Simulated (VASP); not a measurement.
**LiV: relaxation of cell and atoms with PBE**

Crystal: LiV.

```
Li V
1.0
     2.39384    0.00000    0.00000
     0.00000    2.39384    0.00000
     0.00000    0.00000    4.91944
Li V
1 1
Cartesian
  1.1969 1.1969 2.4597
  0.0000 0.0000 0.0000
```

* Program: VASP 6.6.1
* Task: relaxation of cell and atoms
* Functional: PBE
* Potentials or basis: VASP PAW PBE potentials, release 64 (Li_sv, V_sv)
* Cutoff: 600 eV
* k mesh: 22 × 22 × 12
* Occupations: gaussian, width 0.1 eV
* Spin: no spin polarisation
* Dipole correction: no
* Further INCAR settings: ALGO = Fast; EDIFF = 1e-06; IBRION = 2; EDIFFG = -0.01; NSW = 100; ISIF = 3

| Item | Value |
| --- | --- |
| Relaxed volume | 14.10 Å³/atom |
| Relaxed cell | a = 2.395 Å, b = 2.395 Å, c = 4.915 Å, α = 90.00°, β = 90.00°, γ = 90.00° |
| Space group after relaxing (to 0.1 Å) | P4/mmm (No. 123) |
| Energy gained by relaxing | 4.3 meV/atom |
| Ionic steps | 7 |
| Pressure after relaxing | 0.0 GPa |
| Band gap on the k mesh | zero (bands 8 and 9 overlap by 1.86 eV) |

The path:
```csv
step,energy change (eV),largest force (eV/Å),pressure (GPa),volume (Å³)
1,0.0000,0.0000,0.11,28.19
2,-0.0086,0.0000,-0.17,28.23
3,-0.0086,0.0000,-0.15,28.23
4,-0.0086,0.0000,-0.10,28.22
5,-0.0086,0.0000,-0.04,28.20
6,-0.0086,0.0000,-0.09,28.21
7,-0.0087,0.0000,0.03,28.20
```

Final structure:
```
CELL_PARAMETERS angstrom
2.39538 0.00000 0.00000
0.00000 2.39538 0.00000
0.00000 0.00000 4.91515
ATOMIC_POSITIONS crystal
Li 0.50000 0.50000 0.50000
V 0.00000 0.00000 0.00000
```

Levels at points of the mesh, in eV from the Fermi level:
```csv
k point,band 4,band 5,band 6,band 7,band 8,band 9,band 10,band 11,band 12
"(0.00, 0.00, 0.00)",-37.09,-37.09,-5.33,-2.02,-1.97,-0.77,2.62,2.62,3.73
"(0.50, 0.00, 0.00)",-37.54,-36.98,-1.94,-1.68,-0.75,1.27,1.71,2.97,4.32
"(0.50, 0.50, 0.00)",-38.12,-37.40,-3.21,-0.29,-0.29,1.84,5.04,5.11,5.11
"(0.00, 0.00, 0.50)",-37.09,-37.09,-4.90,-2.71,-2.02,-1.12,2.60,2.60,3.73
"(0.50, 0.00, 0.50)",-37.54,-36.98,-1.93,-1.39,0.40,0.99,1.27,1.71,2.96
"(0.50, 0.50, 0.50)",-38.12,-37.40,-3.24,-0.49,-0.49,2.12,5.04,6.88,6.88
```

Wall time 7.9 min on 1 thread of AMD EPYC 9R45 96-Core Processor (Zen 5), on a shared host, peak memory 0.33 GiB.

Caveat: the cutoff is under 1.25 times the usual one of these potentials, so pressure, stress and relaxed cells hold a basis-set (Pulay) error.
